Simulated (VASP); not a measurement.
Here is a VASP 6.6.1 calculation.

Contents of POSCAR:

```
Si
1.0
    2.7515699556      0.0000000000      0.0000000000
   -1.3757849778      2.3829294819      0.0000000000
    0.0000000000      0.0000000000      2.3430366705
Si
1
Direct
    0.0000000000      0.0000000000      0.0000000000
```

INCAR.step1

```
SYSTEM = Si
  PREC = Accurate
  ENCUT = 520
  ISMEAR = 0
  SIGMA = 0.15
  LREAL = .False.
  LASPH = .True.
  NELM = 80
  NBANDS = 8
  GGA = PE
  ALGO = Normal
  EDIFF = 1E-4
  LWAVE = .True.
  LCHARG = .False.
```

The input INCAR.step2:

```
SYSTEM = Si
  PREC = Accurate
  ENCUT = 520
  EDIFF = 1E-6
  ISMEAR = 0
  SIGMA = 0.15
  LREAL = .False.
  LASPH = .True.
  NELM = 80
  ALGO = Normal
  ISIF = 2
  LWAVE = .False.
  LCHARG = .True.
  METAGGA = R2SCAN
  LMIXTAU = .True.
  LELF = .True.
  LVHAR = .True.
  NBANDS = 8
  ISTART = 1
```

The input KPOINTS:

```
Automatic mesh
0
Gamma
  21 21 20
  0 0 0
```

Potentials or basis: VASP PAW PBE potentials, release 64 (Si).

Command:

```console
$ cat potpaw_PBE.64/Si/POTCAR > POTCAR
$ cp INCAR.step1 INCAR
$ mpirun -np 1 vasp_std > vasp.out
$ cp INCAR.step2 INCAR
$ mpirun -np 1 vasp_std > vasp.out
```

Problem. Predict the pressure.

Solution. 0.0 GPa.

Problem. Estimate the band gap on the k mesh.

Solution. Zero (bands 2 and 3 overlap by 13.24 eV).

Stress tensor (GPa, compression positive):
```
-8.03  0.00  0.00
 0.00 -8.03  0.00
 0.00  0.00 16.02
```

Caveat: the cell differs from its parent crystal (strain +0.050 along x and y, -0.050 along z); the PAW data sets were made with another functional, which shifts forces and pressure a little.
